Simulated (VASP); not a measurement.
A run of VASP 6.6.1 is set up as follows.

File POSCAR:

```
InSe
1.0
    4.0358490344      0.0000000000      0.0000000000
   -2.0179245172      3.4951477896      0.0000000000
    0.0000000000      0.0000000000     34.5200000026
Se In
2 2
Direct
    0.6666666667      0.3333333333      0.2033206600
    0.6666666667      0.3333333333      0.3575136390
    0.3333333333      0.6666666667      0.2399129922
    0.3333333333      0.6666666667      0.3209213067
```

File INCAR.step1:

```
SYSTEM = InSe
PREC = Accurate
ENCUT = 440
ISMEAR = 0
SIGMA = 0.03
LREAL = .False.
LASPH = .True.
NELM = 120
LDIPOL = .True.
IDIPOL = 3
DIPOL = 0.5 0.5 0.280
NBANDS = 27
GGA = PE
ALGO = Normal
EDIFF = 1E-5
LWAVE = .True.
LCHARG = .False.
GGA_COMPAT = .False.
NELMDL = -8
```

INCAR.step2

```
SYSTEM = InSe
PREC = Accurate
ENCUT = 440
EDIFF = 1E-6
ISMEAR = 0
SIGMA = 0.03
LREAL = .False.
LASPH = .True.
NELM = 120
ALGO = Normal
ISIF = 2
LWAVE = .False.
LCHARG = .False.
LDIPOL = .True.
IDIPOL = 3
DIPOL = 0.5 0.5 0.280
METAGGA = R2SCAN
LMIXTAU = .True.
NBANDS = 27
ISTART = 1
GGA_COMPAT = .False.
```

KPOINTS

```
regular mesh
0
Gamma
  12 12 1
  0 0 0
```

Potentials or basis: VASP PAW PBE potentials, release 64 (Se, In_d).

Launch:

```sh
$ cat potpaw_PBE.64/Se/POTCAR potpaw_PBE.64/In_d/POTCAR > POTCAR
$ cp INCAR.step1 INCAR
$ mpirun -np 1 vasp_std > vasp.out
$ cp INCAR.step2 INCAR
$ mpirun -np 1 vasp_std > vasp.out
```

(1) Estimate the largest force.

(2) What does it give for the band gap on the k mesh?

Results:

(1) 0.016 eV/Å.

(2) 1.94 eV (least direct gap 2.00 eV).

Caveat: the PAW data sets were made with another functional, which shifts forces and pressure a little; spin-orbit coupling is left out, which moves the levels of the heavy elements.
